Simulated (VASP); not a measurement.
# InAs (x) (F-43m) in VASP: single point with PBEsol

Aim: the single point of InAs (x) with PBEsol.

Program: VASP 6.6.1. These are calculated values, not measurements. Logs are shortened: lines on timing, memory, paths and dates and some standing lists are left out, and cuts for length are marked.

### Step 1. The cell of the first run

Symmetry: F-43m, No. 216, cubic system. The conventional cell has a = 6.058 Å, b = 6.058 Å, c = 6.058 Å, α = 90.00°, β = 90.00°, γ = 90.00°. Within 3.5 Å of In (site symmetry -43m) lie 4 As at 2.62 Å. As (site symmetry -43m) has 4 In at 2.62 Å within 3.5 Å.

### Step 2. Single point, PBEsol

INCAR

```
SYSTEM = InAs
  ALGO = Normal
  EDIFF = 1E-6
  ENCUT = 520
  GGA = PS
  ISIF = 2
  ISMEAR = 0
  LASPH = .True.
  LCHARG = .False.
  LREAL = .False.
  LWAVE = .False.
  NBANDS = 16
  NELM = 60
  PREC = Accurate
  SIGMA = 0.01
```

KPOINTS

```
k-points
0
Gamma
  10 10 10
  0 0 0
```

POSCAR

```
InAs
1.0
    0.0000000000      3.0290000000      3.0290000000
    3.0290000000      0.0000000000      3.0290000000
    3.0290000000      3.0290000000      0.0000000000
In As
1 1
Direct
    0.0000000000      0.0000000000      0.0000000000
    0.2500000000      0.2500000000      0.2500000000
```

Potentials or basis: VASP PAW PBE potentials, release 64 (In_d, As).

The run is started by

```console
cat potpaw_PBE.64/In_d/POTCAR potpaw_PBE.64/As/POTCAR > POTCAR
mpirun -np 1 vasp_std > vasp.out
```

OUTCAR:

```text
SYSTEM = InAs
   EDIFF = 1E-6
   ENCUT = 520
   GGA = PS
   ISIF = 2
   ISMEAR = 0
   LASPH = .True.
   LREAL = .False.
   NELM = 60
   PREC = Accurate

 ion  position               nearest neighbor table
   1  0.000  0.000  0.000-   2 2.62   2 2.62   2 2.62   2 2.62
   2  0.250  0.250  0.250-   1 2.62   1 2.62   1 2.62   1 2.62

  LATTYP: Found a face centered cubic cell.
 ALAT       =     6.0580000000

  Lattice vectors:

 A1 = (   0.0000000000,   3.0290000000,   3.0290000000)
 A2 = (   3.0290000000,   0.0000000000,   3.0290000000)
 A3 = (   3.0290000000,   3.0290000000,   0.0000000000)

Analysis of symmetry for initial positions (statically):
=====================================================================
 Subroutine PRICEL returns:
 Original cell was already a primitive cell.

 Routine SETGRP: Setting up the symmetry group for a
 face centered cubic supercell.

 Subroutine GETGRP returns: Found 24 space group operations
 (whereof 24 operations were pure point group operations)
 out of a pool of 48 trial point group operations.

The static configuration has the point symmetry T_d .

Analysis of symmetry for dynamics (positions and initial velocities):
=====================================================================
 Subroutine PRICEL returns:
 Original cell was already a primitive cell.

 Routine SETGRP: Setting up the symmetry group for a
 face centered cubic supercell.

 Subroutine GETGRP returns: Found 24 space group operations
 (whereof 24 operations were pure point group operations)
 out of a pool of 48 trial point group operations.

The dynamic configuration has the point symmetry T_d .

 Subroutine INISYM returns: Found 24 space group operations
 (whereof 24 operations are pure point group operations),
 and found     1 'primitive' translations

----------------------------------------------------------------------------------------

                                     Primitive cell

  volume of cell :      55.5812

  direct lattice vectors                    reciprocal lattice vectors
     0.000000000  3.029000000  3.029000000    -0.165070981  0.165070981  0.165070981
     3.029000000  0.000000000  3.029000000     0.165070981 -0.165070981  0.165070981
     3.029000000  3.029000000  0.000000000     0.165070981  0.165070981 -0.165070981

  length of vectors
     4.283652880  4.283652880  4.283652880     0.285911325  0.285911325  0.285911325

  position of ions in fractional coordinates (direct lattice)
     0.000000000  0.000000000  0.000000000
     0.250000000  0.250000000  0.250000000

  ion indices of the primitive-cell ions
   primitive index   ion index
                 1           1
                 2           2

----------------------------------------------------------------------------------------

 KPOINTS: k-points

Automatic generation of k-mesh.
 Grid dimensions read from file:
 generate k-points for:   10   10   10

 Generating k-lattice:

  Cartesian coordinates                     Fractional coordinates (reciprocal lattice)
    -0.016507098  0.016507098  0.016507098     0.100000000  0.000000000  0.000000000
     0.016507098 -0.016507098  0.016507098     0.000000000  0.100000000  0.000000000
     0.016507098  0.016507098 -0.016507098     0.000000000  0.000000000  0.100000000

  Length of vectors
     0.028591133  0.028591133  0.028591133

  Shift w.r.t. Gamma in fractional coordinates (k-lattice)
     0.000000000  0.000000000  0.000000000

 Subroutine IBZKPT returns following result:
 ===========================================

 Found     47 irreducible k-points:

 Following reciprocal coordinates:
            Coordinates               Weight
  0.000000  0.000000  0.000000      1.000000
  0.100000  0.000000  0.000000      8.000000
  0.200000  0.000000  0.000000      8.000000
  0.300000  0.000000  0.000000      8.000000
  0.400000  0.000000  0.000000      8.000000
  0.500000  0.000000  0.000000      4.000000
[... 16 lines left out ...]
  0.300000  0.300000  0.000000      6.000000
  0.400000  0.300000  0.000000     24.000000
 [... further k-points ...]
   k-points           NKPTS =     47   k-points in BZ     NKDIM =     47   number of bands    NBANDS=     16
   number of dos      NEDOS =    301   number of ions     NIONS =      2
   total plane-waves  NPLWV =  32768
   dimension x,y,z NGX =    32 NGY =   32 NGZ =   32
   dimension x,y,z NGXF=    64 NGYF=   64 NGZF=   64
   ions per type =               1   1
   NGX,Y,Z   is equivalent  to a cutoff of  12.42, 12.42, 12.42 a.u.
   NGXF,Y,Z  is equivalent  to a cutoff of  24.84, 24.84, 24.84 a.u.
 SYSTEM =  InAs
   PREC   = accura    normal or accurate (medium, high low for compatibility)
   ISTART =      0    job   : 0-new  1-cont  2-samecut
   ICHARG =      2    charge: 1-file 2-atom 10-const
   ISPIN  =      1    spin polarized calculation?
   LNONCOLLINEAR =      F non collinear calculations
   LSORBIT =      F    spin-orbit coupling
   LASPH  =      T    aspherical Exc in radial PAW
   ENCUT  =  520.0 eV  38.22 Ry    6.18 a.u.   7.96  7.96  7.96*2*pi/ulx,y,z
   NELM   =     60;   NELMIN=  2; NELMDL= -5     # of ELM steps
   EDIFF  = 0.1E-05   stopping-criterion for ELM
   LREAL  =      F    real-space projection
   EDIFFG = 0.1E-04   stopping-criterion for IOM
   NSW    =      0    number of steps for IOM
   IBRION =     -1    ionic relax: 0-MD 1-quasi-New 2-CG
   NFREE  =      0    steps in history (QN), initial steepest desc. (CG)
   ISIF   =      2    stress and relaxation
   ISYM   =      2    0-nonsym 1-usesym 2-fastsym
   POTIM  = 0.5000    time-step for ionic-motion
   TEBEG  =    0.0;   TEEND  =   0.0 temperature during run
   PSTRESS=    0.0 pullay stress
   NELECT =      18.0000    total number of electrons
   NUPDOWN=      -1.0000    fix difference up-down
   EMIN   =  10.00;   EMAX   =-10.00  energy-range for DOS
   EFERMI =   0.00;   METHOD = LEGACY
   ISMEAR =     0;   SIGMA  =   0.01  broadening in eV -4-tet -1-fermi 0-gaus
   EFERMI_NEDOS =   21; number of points for ismear=-14 and -15
   IALGO  =     38    algorithm
   IMIX   =      4    mixing-type and parameters
     AMIX     =   0.40;   BMIX     =  1.00
     AMIX_MAG =   1.60;   BMIX_MAG =  1.00
  volume/ion in A,a.u.               =      27.79       187.54
  Fermi-wavevector in a.u.,A,eV,Ry     =   1.124233  2.124493 17.196406  1.263900
  Thomas-Fermi vector in A             =   2.260904
   LORBIT       =      0    0 simple, 1 ext, 2 COOP (PROOUT), +10 PAW based schemes
   GGA     = PS    functional components
   LHFCALC =     F    Hartree Fock is set to
   AEXX    =    0.0000 exact exchange contribution
   IVDW    =     0    specifies the selected vdW correction
   LEPSILON=     F    determine dielectric tensor
   LRPA    =     F    only Hartree local field effects (RPA)
 non-spin polarized calculation
 Gauss-broadening in eV      SIGMA  =   0.01
  energy-cutoff  :      520.00
  volume of cell :       55.58
 maximum number of plane-waves:      1524
   NGX = 15   NGY = 15   NGZ = 15

 number of electron      17.9999990 magnetization

 Free energy of the ion-electron system (eV)
  ---------------------------------------------------
  ext. energy  EPLUGINS =         0.00000000
  ---------------------------------------------------
  free energy    TOTEN  =        -8.48711784 eV

  energy without entropy =       -8.48710241  energy(sigma->0) =       -8.48711012

 E-fermi :   4.3207     XC(G=0):  -9.2606

 val. band max:        4.3176785282   @ k =   0.0000   0.0000   0.0000
 cond. band min:       5.1802639111   @ k =   0.5000   0.0000   0.0000
 fundamental gap:      0.8625853829
 Fermi energy:         4.3207241725

 k-point     1 :       0.0000    0.0000    0.0000
  band No.  band energies     occupation
      1     -10.0034      2.00000
      2     -10.0034      2.00000
      3     -10.0034      2.00000
      4      -9.8777      2.00000
      5      -9.8777      2.00000
      6      -7.5374      2.00000
[... 8 lines left out ...]
     15      13.9697      0.00000
     16      13.9697      0.00000

 k-point     2 :       0.1000    0.0000    0.0000
  band No.  band energies     occupation
      1     -10.0169      2.00000
      2      -9.9996      2.00000
      3      -9.9996      2.00000
      4      -9.8778      2.00000
      5      -9.8778      2.00000
      6      -7.4333      2.00000
[... 8 lines left out ...]
     15      13.2296      0.00000
     16      13.2296      0.00000

 k-point     3 :       0.2000    0.0000    0.0000
  band No.  band energies     occupation
      1     -10.0503      2.00000
      2      -9.9902      2.00000
      3      -9.9902      2.00000
      4      -9.8774      2.00000
      5      -9.8774      2.00000
      6      -7.1379      2.00000
[... 8 lines left out ...]
     15      12.7680      0.00000
     16      12.7680      0.00000

 k-point     4 :       0.3000    0.0000    0.0000
  band No.  band energies     occupation
      1     -10.0888      2.00000
      2      -9.9803      2.00000
      3      -9.9803      2.00000
      4      -9.8751      2.00000
      5      -9.8751      2.00000
      6      -6.7078      2.00000
[... 8 lines left out ...]
     15      13.0583      0.00000
     16      13.0583      0.00000

 k-point     5 :       0.4000    0.0000    0.0000
  band No.  band energies     occupation
      1     -10.1180      2.00000
      2      -9.9739      2.00000
      3      -9.9739      2.00000
      4      -9.8715      2.00000
      5      -9.8715      2.00000
      6      -6.2709      2.00000
[... 8 lines left out ...]
     15      14.0454      0.00000
     16      14.0454      0.00000

 k-point     6 :       0.5000    0.0000    0.0000
  band No.  band energies     occupation
      1     -10.1288      2.00000
      2      -9.9720      2.00000
      3      -9.9720      2.00000
      4      -9.8697      2.00000
      5      -9.8697      2.00000
      6      -6.0682      2.00000
[... 8 lines left out ...]
     15      14.9951      0.00000
     16      14.9951      0.00000

 k-point     7 :       0.1000    0.1000    0.0000
  band No.  band energies     occupation
      1     -10.0253      2.00000
      2      -9.9959      2.00000
      3      -9.9959      2.00000
      4      -9.8806      2.00000
      5      -9.8755      2.00000
      6      -7.3989      2.00000
[... 8 lines left out ...]
     15      12.5510      0.00000
     16      14.0775      0.00000

 k-point     8 :       0.2000    0.1000    0.0000
  band No.  band energies     occupation
      1     -10.0526      2.00000
      2      -9.9882      2.00000
      3      -9.9864      2.00000
      4      -9.8831      2.00000
      5      -9.8734      2.00000
      6      -7.1675      2.00000
[... 8 lines left out ...]
     15      13.3576      0.00000
     16      13.6904      0.00000

 k-point     9 :       0.3000    0.1000    0.0000
  band No.  band energies     occupation
      1     -10.0868      2.00000
      2      -9.9798      2.00000
      3      -9.9759      2.00000
      4      -9.8832      2.00000
      5      -9.8710      2.00000
      6      -6.7799      2.00000
[... 8 lines left out ...]
     15      13.3472      0.00000
     16      13.7445      0.00000
[... 172 lines left out ...]
 k-point    19 :       0.5000    0.2000    0.0000
  band No.  band energies     occupation
      1     -10.1425      2.00000
      2      -9.9614      2.00000
      3      -9.9532      2.00000
      4      -9.8865      2.00000
      5      -9.8664      2.00000
      6      -5.9177      2.00000
[... 8 lines left out ...]
     15      14.9661      0.00000
     16      15.1656      0.00000

 k-point    20 :      -0.4000    0.2000    0.0000
  band No.  band energies     occupation
      1     -10.1410      2.00000
      2      -9.9633      2.00000
      3      -9.9555      2.00000
      4      -9.8797      2.00000
      5      -9.8720      2.00000
      6      -5.8622      2.00000
[... 8 lines left out ...]
     15      13.7168      0.00000
     16      14.7312      0.00000

 k-point    21 :      -0.3000    0.2000    0.0000
  band No.  band energies     occupation
      1     -10.1258      2.00000
      2      -9.9664      2.00000
      3      -9.9630      2.00000
      4      -9.8787      2.00000
      5      -9.8749      2.00000
      6      -6.1463      2.00000
[... 8 lines left out ...]
     15      13.8297      0.00000
     16      15.2005      0.00000

 k-point    22 :      -0.2000    0.2000    0.0000
  band No.  band energies     occupation
      1     -10.1007      2.00000
      2      -9.9745      2.00000
      3      -9.9718      2.00000
      4      -9.8819      2.00000
      5      -9.8730      2.00000
      6      -6.5618      2.00000
[... 8 lines left out ...]
     15      14.0208      0.00000
     16      14.7894      0.00000

 k-point    23 :       0.3000    0.3000    0.0000
  band No.  band energies     occupation
      1     -10.1326      2.00000
      2      -9.9510      2.00000
      3      -9.9510      2.00000
      4      -9.9016      2.00000
      5      -9.8628      2.00000
      6      -6.4312      2.00000
[... 8 lines left out ...]
     15      14.8960      0.00000
     16      16.0487      0.00000

 k-point    24 :       0.4000    0.3000    0.0000
  band No.  band energies     occupation
      1     -10.1532      2.00000
      2      -9.9437      2.00000
      3      -9.9412      2.00000
      4      -9.9044      2.00000
      5      -9.8605      2.00000
      6      -6.0818      2.00000
[... 8 lines left out ...]
     15      15.3643      0.00000
     16      16.2472      0.00000

 [... further k-points ...]
[... 5 lines left out ...]
  --------------------------------------------------------------------------------------
  -------------------------------------------------------------------------------------
  Total        0.3186815      0.3186815      0.3186815      0.0000000      0.0000000      0.0000000
  in kB        9.1862799      9.1862799      9.1862799      0.0000000      0.0000000      0.0000000
  external PRESSURE =       9.1862799 kB  Pullay stress =       0.0000000 kB

 VOLUME and BASIS-vectors are now :
 -----------------------------------------------------------------------------
  energy-cutoff  :      520.00
  volume of cell :       55.58
      direct lattice vectors                 reciprocal lattice vectors
     0.000000000  3.029000000  3.029000000    -0.165070981  0.165070981  0.165070981
     3.029000000  0.000000000  3.029000000     0.165070981 -0.165070981  0.165070981
     3.029000000  3.029000000  0.000000000     0.165070981  0.165070981 -0.165070981

 POSITION                                       TOTAL-FORCE (eV/Angst)
 -----------------------------------------------------------------------------------
      0.00000      0.00000      0.00000        -0.000000     -0.000000     -0.000000
      1.51450      1.51450      1.51450         0.000000      0.000000      0.000000
 -----------------------------------------------------------------------------------
    total drift:                               -0.000000     -0.000000     -0.000000

  FREE ENERGIE OF THE ION-ELECTRON SYSTEM (eV)
  ---------------------------------------------------
  free  energy   TOTEN  =        -8.4871178370 eV

  energy  without entropy=       -8.4871024108  energy(sigma->0) =       -8.48711012
```

Wall time 22 s (1 thread of Intel Xeon Platinum 8259CL at 2.50GHz (Skylake/Cascade Lake), shared host); peak memory 0.2 GiB.

Results:

```yaml
Free_energy: -8.4871 eV
Pressure: 0.9 GPa
Band_gap_on_the_k_mesh: zero (filled and empty bands touch)
```

Levels at points of the mesh, in eV from the Fermi level:
| k point | band 5 | band 6 | band 7 | band 8 | band 9 | band 10 | band 11 | band 12 | band 13 | band 14 |
| --- | --- | --- | --- | --- | --- | --- | --- | --- | --- | --- |
| (0.00, 0.00, 0.00) | -14.20 | -11.86 | -0.31 | 0.00 | 0.00 | 0.00 | 3.85 | 3.85 | 3.85 | 7.30 |
| (0.50, 0.00, 0.00) | -14.19 | -10.39 | -5.79 | -0.99 | -0.99 | 0.86 | 4.62 | 4.62 | 6.71 | 8.87 |
| (0.50, 0.50, 0.00) | -14.18 | -9.85 | -5.86 | -2.33 | -2.33 | 1.45 | 1.98 | 9.04 | 9.18 | 9.18 |

Caveat: the PAW data sets were made with another functional, which shifts forces and pressure a little; spin-orbit coupling is left out, which moves the levels of the heavy elements.
